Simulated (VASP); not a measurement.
Here is a VASP 6.6.1 calculation.

The input INCAR:

```
PREC = Accurate ; ENCUT = 520
EDIFF = 1E-6 ; ISMEAR = 0
SIGMA = 0.1 ; LREAL = F
LASPH = T ; NELM = 150
ALGO = Normal ; ISIF = 2
LWAVE = F ; LCHARG = F
ISPIN = 2 ; MAGMOM = 0 0 3 3
LORBIT = 11 ; LMAXMIX = 4
GGA = PE ; NBANDS = 24
```

File KPOINTS:

```
regular mesh
0
Gamma
  6 6 4
```

File POSCAR:

```
AlCo
1.0
    2.8273804600      0.0000000000      0.0000000000
    0.0000000000      2.8273804600      0.0000000000
    0.0000000000      0.0000000000      5.6068972000
Al Co
2 2
Direct
    0.0000000000      0.0000000000      0.7145315000
    0.0000000000      0.0000000000      0.2854685000
    0.5000000000      0.5000000000      0.0000000000
    0.5000000000      0.5000000000      0.5000000000
```

Potentials or basis: VASP PAW PBE potentials, release 64 (Al, Co).

The run is started by

```bash
$ cat potpaw_PBE.64/Al/POTCAR potpaw_PBE.64/Co/POTCAR > POTCAR
$ mpirun -np 1 vasp_std > vasp.out
```

(1) What does it give for the pressure?

(2) Estimate the net moment.

Results:

(1) 13.0 GPa.

(2) 0.19 μB per cell.

Caveat: the k points lie up to 0.37 Å⁻¹ apart.
